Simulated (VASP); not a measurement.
# Zn (P6/mmm) in VASP: further runs, part 2 of 2

VASP 6.6.1. The steps go on from the part before.

## (3) Relaxation of cell and atoms, LDA, target pressure 78 GPa, at which the enthalpy is minimised

This run uses another cell than the first one, of 10.30 Å³/atom, 1.044 times its volume.

Input file INCAR:

```
PREC = Accurate
ENCUT = 600
EDIFF = 1E-7
ISMEAR = -1
SIGMA = 0.08
LREAL = False
LASPH = True
NELM = 80
ALGO = Normal
ISIF = 3
LWAVE = False
LCHARG = False
GGA = CA
IBRION = 2
NSW = 32
EDIFFG = -0.005
PSTRESS = 780.0
```

Input file KPOINTS:

```
Automatic mesh
0
Gamma
  19 19 17
```

Input file POSCAR:

```
Zn
1.0
    2.2752716146      0.0000000000      0.0000000000
   -1.1376358073      1.9704430188      0.0000000000
    0.0000000000      0.0000000000      2.2980029209
Zn
1
Direct
    0.0000000000      0.0000000000      0.0000000000
```

Potentials or basis: VASP PAW LDA potentials, release 64 (Zn).

Launch:

```bash
> cat potpaw_LDA.64/Zn/POTCAR > POTCAR
> mpirun -np 1 vasp_std > vasp.out
```

OUTCAR:

```text
PREC = Accurate
   ENCUT = 600
   EDIFF = 1E-7
   ISMEAR = -1
   LREAL = False
   LASPH = True
   NELM = 80
   ISIF = 3
   GGA = CA
   IBRION = 2
   NSW = 32
   EDIFFG = -0.005
   PSTRESS = 780.0

 ion  position               nearest neighbor table
   1  0.000  0.000  0.000-

  LATTYP: Found a hexagonal cell.
 ALAT       =     2.2752716146
 C/A-ratio  =     1.0099905902

  Lattice vectors:

 A1 = (   2.2752716146,   0.0000000000,   0.0000000000)
 A2 = (  -1.1376358073,   1.9704430188,   0.0000000000)
 A3 = (   0.0000000000,   0.0000000000,   2.2980029209)

Analysis of symmetry for initial positions (statically):
=====================================================================
 Subroutine PRICEL returns:
 Original cell was already a primitive cell.

 Routine SETGRP: Setting up the symmetry group for a
 hexagonal supercell.

 Subroutine GETGRP returns: Found 24 space group operations
 (whereof 24 operations were pure point group operations)
 out of a pool of 24 trial point group operations.

[... 165 lines left out ...]
  Direction    XX          YY          ZZ          XY          YZ          ZX
  --------------------------------------------------------------------------------------
  -------------------------------------------------------------------------------------
  Total        5.1728490      5.1728490      5.1181177      0.0000000      0.0000000      0.0000000
  in kB      804.4381919    804.4381920    795.9268388      0.0000000      0.0000000      0.0000000
  external PRESSURE =      21.6010742 kB  Pullay stress =     780.0000000 kB
[... 98 lines left out ...]
--------------------------------------- Ionic step        4  -------------------------------------------

 number of electron      12.0000000 magnetization

 Free energy of the ion-electron system (eV)
  ---------------------------------------------------
  ext. energy  EPLUGINS =         0.00000000
  ---------------------------------------------------
  free energy    TOTEN  =        -0.91134806 eV

  energy without entropy =       -0.90573756  energy(sigma->0) =       -0.90854281

 E-fermi :   6.5157     XC(G=0): -14.0433

 val. band max:        6.4825127620   @ k =   0.4737   0.0000   0.1176
 cond. band min:       6.5185695358   @ k =   0.4211   0.1053   0.0588
 fundamental gap:      0.0360567738
 Fermi energy:         6.5156658975

 k-point     1 :       0.0000    0.0000    0.0000
  band No.  band energies     occupation
      1      -7.6785      2.00000
      2      -4.3846      2.00000
      3      -3.0246      2.00000
      4      -3.0246      2.00000
      5      -1.6131      2.00000
      6      -1.6131      2.00000
      7      20.2143      0.00000
      8      25.4313      0.00000
      9      29.6175      0.00000
     10      31.0115      0.00000
[... 287 lines left out ...]
 k-point    24 :       0.3158    0.1053    0.0000
  band No.  band energies     occupation
      1      -4.4545      2.00000
      2      -3.8146      2.00000
      3      -2.4788      2.00000
      4      -2.4053      2.00000
      5      -1.8503      2.00000
      6      -0.2870      2.00000
      7      10.4849      0.00000
      8      18.0026      0.00000
      9      27.1323      0.00000
     10      28.5321      0.00000

 [... further k-points ...]
[... 5 lines left out ...]
  --------------------------------------------------------------------------------------
  -------------------------------------------------------------------------------------
  Total        5.0422765      5.0422765      5.0429317      0.0000000      0.0000000      0.0000000
  in kB      779.9231576    779.9231576    780.0244949      0.0000000      0.0000000      0.0000000
  external PRESSURE =      -0.0430633 kB  Pullay stress =     780.0000000 kB
[... 20 lines left out ...]
  energy  without entropy=       -0.9057375632  energy(sigma->0) =       -0.90854281

  enthalpy is  TOTEN    =         4.1314252811 eV   P V=        5.0427733386

 reached required accuracy - stopping structural energy minimisation
```

OSZICAR:

```text
N       E                     dE             d eps       ncg     rms          rms(c)
DAV:   1     0.361309472883E+02    0.36131E+02   -0.76588E+03  7442   0.238E+03
DAV:   2    -0.541789668908E+00   -0.36673E+02   -0.35241E+02  7328   0.226E+02
DAV:   3    -0.116739961252E+01   -0.62561E+00   -0.62486E+00  8096   0.316E+01
[... 28 lines left out ...]
DAV:   1    -0.911391654522E+00    0.56117E-03   -0.76234E-04  8314   0.336E-01    0.376E-02
DAV:   2    -0.911360669539E+00    0.30985E-04   -0.32154E-05  8066   0.113E-01    0.209E-02
DAV:   3    -0.911348347601E+00    0.12322E-04   -0.15225E-05  7622   0.625E-02    0.509E-03
DAV:   4    -0.911348079885E+00    0.26772E-06   -0.90321E-07  8214   0.140E-02    0.223E-03
DAV:   5    -0.911348057552E+00    0.22334E-07   -0.34900E-08  4086   0.321E-03
   4 F= 0.41314253E+01 E0= 0.41342305E+01  d E =-.330243E-05
```

CONTCAR:

```text
Zn
   1.00000000000000
     2.2803977763974426   -0.0000000000000000    0.0000000000000000
    -1.1401988881987213    1.9748824051692280    0.0000000000000000
     0.0000000000000000    0.0000000000000000    2.3000304111149501
  Zn
     1
Direct
     1.0000000000000000    0.0000000000000000    1.0000000000000000

  0.00000000E+00  0.00000000E+00  0.00000000E+00
```

Wall time 36 s (1 thread of Intel Xeon 6975P-C (Granite Rapids), shared host); peak memory 0.16 GiB.

What came out:

```yaml
Free_energy: -0.9113 eV
Relaxed_volume: 10.36 Å³/atom
Relaxed_cell: a = 2.280 Å, b = 2.280 Å, c = 2.300 Å, α = 90.00°, β = 90.00°, γ = 120.00°
Space_group_after_relaxing_to_0.05_Å: P6/mmm (No. 191)
Energy_change_on_relaxing_the_enthalpy_is_what_falls: -27.5 meV/atom
Ionic_steps: 4
Pressure_after_relaxing: 78.0 GPa
Band_gap_on_the_k_mesh: zero (band 6 reaches 11.05 eV, above the bottom of band 7 at 3.00 eV)
```

Step by step:
```csv
step,energy change (eV),largest force (eV/Å),pressure (GPa),volume (Å³)
1,0.0000,0.0000,80.16,10.30
2,-0.0991,0.0000,72.18,10.51
3,-0.0281,0.0000,77.98,10.36
4,-0.0275,0.0000,78.00,10.36
```

Final structure:
```cif
data_structure
_symmetry_space_group_name_H-M 'P 1'
_symmetry_Int_Tables_number 1
_cell_length_a 2.2804
_cell_length_b 2.2804
_cell_length_c 2.3000
_cell_angle_alpha 90.000
_cell_angle_beta 90.000
_cell_angle_gamma 120.000
_cell_volume 10.36
loop_
_atom_site_label
_atom_site_type_symbol
_atom_site_fract_x
_atom_site_fract_y
_atom_site_fract_z
_atom_site_occupancy
Zn1 Zn 0.00000 0.00000 0.00000 1
```

Caveat: the cell is relaxed towards a set pressure, so the enthalpy falls and the energy may rise.
